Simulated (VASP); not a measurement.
**Al2BP3: relaxation of cell and atoms with PBE**

The system is Al2BP3.

```xyz
6
Lattice="3.3871 0.0000 0.0000 -1.6935 2.9333 0.0000 0.0000 0.0000 8.5200" Properties=species:S:1:pos:R:3 pbc="T T T"
Al    1.6935    0.9778    1.0322
Al    0.0000    1.9555    7.4878
B     0.0000    0.0000    0.0000
P     0.0000    0.0000    4.2600
P     1.6935    0.9778    5.6327
P     0.0000    1.9555    2.8873
```

The cell was built from a structure type or drawn by symmetry, and may not be a known phase.

```json
{
  "Program": "VASP 6.6.1",
  "Task": "relaxation of cell and atoms",
  "Functional": "PBE",
  "Potentials or basis": "VASP PAW PBE potentials, release 64 (Al, B, P)",
  "Cutoff": "600 eV",
  "k mesh": "12 × 12 × 6",
  "Occupations": "gaussian, width 0.1 eV",
  "Spin": "no spin polarisation",
  "Dipole correction": "no",
  "Further INCAR settings": "ALGO = Normal; EDIFF = 1e-06; IBRION = 2; EDIFFG = -0.01; NSW = 100; ISIF = 3"
}
```

```
Relaxed volume                        : 14.08 Å³/atom
Relaxed cell                          : a = 3.409 Å, b = 3.409 Å, c = 8.394 Å, α = 90.00°, β = 90.00°, γ = 120.00°
Space group after relaxing (to 0.1 Å) : P-3m1 (No. 164)
Energy gained by relaxing             : 1.6 meV/atom
Ionic steps                           : 7
Pressure after relaxing               : 0.0 GPa
Largest force after relaxing          : 0.005 eV/Å
Band gap on the k mesh                : zero (bands 12 and 13 overlap by 2.10 eV)
```

Forces on the atoms (eV/Å):
```
Al   0.000  0.000 -0.002
Al   0.000  0.000  0.002
B    0.000  0.000  0.000
P    0.000  0.000  0.000
P    0.000  0.000  0.005
P    0.000  0.000 -0.005
```

The path:
| step | energy change (eV) | largest force (eV/Å) | pressure (GPa) | volume (Å³) |
| --- | --- | --- | --- | --- |
| 1 | 0.0000 | 0.0398 | 0.03 | 84.65 |
| 2 | -0.0065 | 0.0313 | -0.09 | 84.67 |
| 3 | -0.0089 | 0.0510 | -0.19 | 84.69 |
| 4 | -0.0089 | 0.0542 | -0.21 | 84.69 |
| 5 | -0.0093 | 0.0334 | 0.12 | 84.42 |
| 6 | -0.0093 | 0.0330 | 0.12 | 84.41 |
| 7 | -0.0094 | 0.0048 | 0.02 | 84.47 |

Final structure:
```
Al B P
1.0
     3.40881    0.00000    0.00000
    -1.70440    2.95211    0.00000
     0.00000    0.00000    8.39433
Al B P
2 1 3
Direct
  0.66667 0.33333 0.12179
  0.33333 0.66667 0.87821
  0.00000 0.00000 0.00000
  0.00000 0.00000 0.50000
  0.66667 0.33333 0.66202
  0.33333 0.66667 0.33798
```

Levels at points of the mesh, in eV from the Fermi level:
```
           k point  band 9  band 10  band 11  band 12  band 13  band 14  band 15  band 16
(0.00, 0.00, 0.00)   -0.39     0.48     0.81     0.81     0.92     2.54     2.54     2.97
(0.50, 0.00, 0.00)   -2.83    -2.16    -1.98    -1.25    -1.00     1.11     1.82     2.66
(0.00, 0.00, 0.50)   -0.40    -0.40     0.83     0.83     1.63     2.39     2.39     2.76
(0.50, 0.00, 0.50)   -4.16    -1.76    -1.57    -0.21    -0.05     0.41     2.79     3.21
```

Wall time 16 min on 1 thread of AMD EPYC 7R13, on a shared host, peak memory 0.34 GiB.
